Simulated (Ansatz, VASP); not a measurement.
Si3Ge in VASP and in Ansatz

```
CELL_PARAMETERS angstrom
3.96435 0.00000 0.00000
0.00000 3.96435 0.00000
0.00000 0.00000 5.59123
ATOMIC_POSITIONS crystal
Si 0.50000 0.00000 0.75488
Si 0.50000 0.50000 0.00000
Si 0.00000 0.50000 0.24512
Ge 0.00000 0.00000 0.50000
```

Alike in both runs: task single point; functional r2SCAN; k mesh 6 × 6 × 4; no spin polarisation.

```csv
,VASP,Ansatz
version,VASP 6.6.1,Ansatz 0.2.0
potentials or method,"VASP PAW PBE potentials, release 64 (Si, Ge_d)","plane waves, PAW"
plane-wave cutoff (eV),520,500
occupations,"gaussian, width 0.01 eV",fixed
valence electrons in the cell,26,26
```

```tsv
	VASP	Ansatz	Ansatz less VASP
gap on the k mesh at the Fermi level (eV)	0.68	0.68	-0.007
pressure (GPa)	-4.8	-4.7	+0.11
rms of the force components (eV/Å)	0.011	0.004	-0.0067
```

VASP's potentials were made for PBE, not for r2SCAN. Atom by atom the forces differ by 0.007 eV/Å (rms over components).
